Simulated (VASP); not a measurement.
Set up this calculation in VASP 6.6.1, as the native input.

- Task: single point
- Functional: HSE06
- Potentials or basis: VASP PAW PBE potentials, release 64 (B, As)
- Cutoff: 520 eV
- k mesh: 6 × 6 × 6
- Occupations: gaussian, width 0.02 eV
- Spin: no spin polarisation
- Dipole correction: no
- Grid for exact exchange (PRECFOCK): Normal
- Further INCAR settings: ALGO = Normal; EDIFF = 1e-06; NBANDS = 11
- Screening parameter: 0.2079 1/Å

The system is BAs.

```xyz
2
Lattice="0.0000 2.4329 2.4329 2.4329 0.0000 2.4329 2.4329 2.4329 0.0000" Properties=species:S:1:pos:R:3 pbc="T T T"
B     0.0000    0.0000    0.0000
As    1.2164    1.2164    1.2164
```

This cell differs from its parent crystal: volume scaled by 1.06.

The input as run:

POSCAR

```
BAs
1.0
    0.0000000000      2.4328719741      2.4328719741
    2.4328719741      0.0000000000      2.4328719741
    2.4328719741      2.4328719741      0.0000000000
B As
1 1
Direct
    0.0000000000      0.0000000000      0.0000000000
    0.2500000000      0.2500000000      0.2500000000
```

INCAR.step1

```
PREC = Accurate ; ENCUT = 520
EDIFF = 1E-5 ; ISMEAR = 0
SIGMA = 0.02 ; LREAL = F
LASPH = T ; NELM = 60
ALGO = Normal ; ISIF = 2
LWAVE = T ; LCHARG = F
GGA = PE ; NBANDS = 11
```

INCAR.step2

```
PREC = Accurate ; ENCUT = 520
EDIFF = 1E-6 ; ISMEAR = 0
SIGMA = 0.02 ; LREAL = F
LASPH = T ; NELM = 60
ALGO = Normal ; ISIF = 2
LWAVE = F ; LCHARG = F
GGA = PE ; LHFCALC = T
HFSCREEN = 0.2079 ; PRECFOCK = Normal
ISTART = 1 ; NBANDS = 11
```

KPOINTS

```
Automatic mesh
0
Gamma
  6 6 6
```

Potentials or basis: VASP PAW PBE potentials, release 64 (B, As).

Command:

```console
$ cat potpaw_PBE.64/B/POTCAR potpaw_PBE.64/As/POTCAR > POTCAR
$ cp INCAR.step1 INCAR
$ mpirun -np 1 vasp_std > vasp.out
$ cp INCAR.step2 INCAR
$ mpirun -np 1 vasp_std > vasp.out
```

It gave:

```
Pressure               : -7.7 GPa
Band gap on the k mesh : 1.99 eV, indirect (least direct gap 4.04 eV)
```

Caveat: the PAW data sets were made with another functional, which shifts forces and pressure a little.

It took 8.2 min on 1 thread of Intel(R) Xeon(R) Platinum 8124M CPU @ 3.00GHz (Skylake/Cascade Lake), with other jobs on the host, peak memory 0.27 GiB.
